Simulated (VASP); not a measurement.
Set up this calculation in VASP 6.6.1, as the native input.

```
Task                   : electric field gradients
Functional             : PBE
Potentials or basis    : VASP PAW PBE potentials, release 64 (Sr_sv, O)
Cutoff                 : 520 eV
k mesh                 : 11 × 11 × 11
Occupations            : fermi-dirac, width 0.03 eV
Spin                   : no spin polarisation
Dipole correction      : no
Further INCAR settings : ALGO = Normal; EDIFF = 1e-08; NBANDS = 15
```

The structure of SrO lies in POSCAR:

```
SrO
1.0
    0.0000000000      2.5698000000      2.5698000000
    2.5698000000      0.0000000000      2.5698000000
    2.5698000000      2.5698000000      0.0000000000
Sr O
1 1
Direct
    0.0000000000      0.0000000000      0.0000000000
    0.5000000000      0.5000000000      0.5000000000
```

These files were run (other wordings do the same):

INCAR

```
SYSTEM = SrO
PREC = Accurate ; ENCUT = 520
EDIFF = 1E-8 ; ISMEAR = -1
SIGMA = 0.03 ; LREAL = .False.
LASPH = .True. ; NELM = 60
ALGO = Normal ; ISIF = 2
LWAVE = .False. ; LCHARG = .False.
GGA = PE ; LEFG = .True.
NBANDS = 15
```

KPOINTS

```
Automatic mesh
0
Gamma
  11 11 11
  0 0 0
```

Potentials or basis: VASP PAW PBE potentials, release 64 (Sr_sv, O).

Run with:

```console
$ cat potpaw_PBE.64/Sr_sv/POTCAR potpaw_PBE.64/O/POTCAR > POTCAR
$ mpirun -np 1 vasp_std > vasp.out
```

It gave:

```yaml
Pressure: 3.5 GPa
Band_gap_on_the_k_mesh: 3.30 eV, indirect (least direct gap 3.40 eV)
```

Caveat: without QUAD_EFG the Cq values of the log hold for a quadrupole moment of 1 mb, not for the nuclei.

It took 26 s on 1 thread of AMD EPYC 7R13 (shared host), peak memory 0.18 GiB.
